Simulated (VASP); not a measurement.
SrAlF4, 12 atoms in the cell. Symmetry: Cmc2_1, No. 36, orthorhombic system. Conventional cell: a = 3.981 Å, b = 14.256 Å, c = 5.765 Å, α = 90.00°, β = 90.00°, γ = 90.00°. Sr (site symmetry m) has 10 F at 2.53 to 3.20 Å within 3.3 Å. Al (site symmetry m) has 6 F at 1.83 to 2.07 Å within 2.4 Å. F (site symmetry m) has 1 Al at 1.83 Å within 2.4 Å. F (site symmetry m) has 2 Al at 1.94 to 2.07 Å and 1 F at 2.46 Å within 2.6 Å. Within 2.7 Å of F (site symmetry m) lie 1 Al at 1.91 Å and 4 F at 2.46 to 2.61 Å and 3 Sr at 2.53 to 2.60 Å. F (site symmetry m) has 2 Al at 2.03 Å and 4 F at 2.52 to 2.61 Å and 1 Sr at 2.67 Å within 2.7 Å. 

- Program: VASP 6.6.1
- Task: single point
- Functional: r2SCAN
- Potentials or basis: VASP PAW PBE potentials, release 64 (Sr_sv, Al, F)
- Cutoff: 520 eV
- k mesh: 5 × 5 × 3
- Occupations: fermi-dirac, width 0.0254 eV
- Spin: no spin polarisation
- Dipole correction: no
- Further INCAR settings: ALGO = Normal; EDIFF = 1e-07; NBANDS = 53

Potentials or basis: VASP PAW PBE potentials, release 64 (Sr_sv, Al, F).

Run with:

```console
$ cat potpaw_PBE.64/Sr_sv/POTCAR potpaw_PBE.64/Al/POTCAR potpaw_PBE.64/F/POTCAR > POTCAR
$ cp INCAR.step1 INCAR
$ mpirun -np 1 vasp_std > vasp.out
$ cp INCAR.step2 INCAR
$ mpirun -np 1 vasp_std > vasp.out
```

Hardware: 1 thread of AMD EPYC 7571, on a shared host.

**Question.** Estimate the wall time of this run.

**Answer.** It took 19 min on 1 thread of AMD EPYC 7571, with other jobs on the host, peak memory 0.34 GiB. Counts: k points 18.
